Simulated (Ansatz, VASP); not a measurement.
## CsSnBr3: VASP beside Ansatz

```
Cs Sn Br
1.0
     5.84115    0.00000    0.00000
     0.00000    5.84115    0.00000
     0.00000    0.00000    5.84115
Cs Sn Br
1 1 3
Direct
  0.00000 0.00000 0.00000
  0.50000 0.50000 0.50000
  0.50000 0.50000 0.00000
  0.50000 0.00000 0.50000
  0.00000 0.50000 0.50000
```

Alike in both runs: task single point; functional PBE; k mesh 4 × 4 × 4; occupations fermi-dirac, width 0.02 eV; non-collinear spin, spin-orbit coupling.

|  | VASP | Ansatz |
| --- | --- | --- |
| version | VASP 6.6.1 | Ansatz 0.2.0 |
| potentials or method | VASP PAW PBE potentials, release 64 (Cs_sv, Sn_d, Br) | plane waves, PAW |
| plane-wave cutoff (eV) | 500 | 420 |
| valence electrons in the cell | 44 | 44 |

```csv
,VASP,Ansatz,Ansatz less VASP
pressure (GPa),0.7,0.7,0.00
```
